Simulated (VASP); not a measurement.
A run of VASP 6.6.1 is set up as follows.

Contents of INCAR:

```
SYSTEM = Ag
ALGO     = Normal         ! electronic algorithm
DIPOL    = 0.5 0.5 0.500
EDIFF    = 1E-7           ! SCF threshold, eV
ENCUT    = 520            ! plane-wave cutoff, eV
GGA      = CA             ! functional
IDIPOL   = 3            
ISIF     = 2              ! what is computed and relaxed
ISMEAR   = -1             ! smearing method
LASPH    = .True.         ! aspherical terms in the spheres
LCHARG   = .True.         ! write CHGCAR
LDIPOL   = .True.       
LELF     = .True.         ! ELF
LREAL    = .False.        ! projectors in reciprocal space
LVACPOTAV= .True.       
LVHAR    = .True.       
LWAVE    = .False.        ! write WAVECAR
NBANDS   = 36             ! bands
NELM     = 80             ! most SCF steps
PREC     = Accurate       ! precision mode
SIGMA    = 0.1            ! smearing width, eV
```

Contents of KPOINTS:

```
k-points
0
Gamma
  12 12 1
  0 0 0
```

POSCAR

```
Ag
1.0
    2.8297444621      0.0000000000      0.0000000000
    0.0000000000      2.8297444621      0.0000000000
    0.0000000000      0.0000000000     24.0037000000
Ag
5
Direct
    0.0000000000      0.0000000000      0.3332814111
    0.5000000000      0.5000000000      0.4166407053
    0.0000000000      0.0000000000      0.5000000000
    0.5000000000      0.5000000000      0.5833592947
    0.0000000000      0.0000000000      0.6667185889
```

Potentials or basis: VASP PAW LDA potentials, release 64 (Ag).

The run is started by

```console
$ cat potpaw_LDA.64/Ag/POTCAR > POTCAR
$ mpirun -np 1 vasp_std > vasp.out
```

(1) Estimate the largest force.

(2) Predict the band gap on the k mesh.

Answers

(1) 0.173 eV/Å.

(2) zero (an odd number of electrons rules out a gap without spin polarisation).
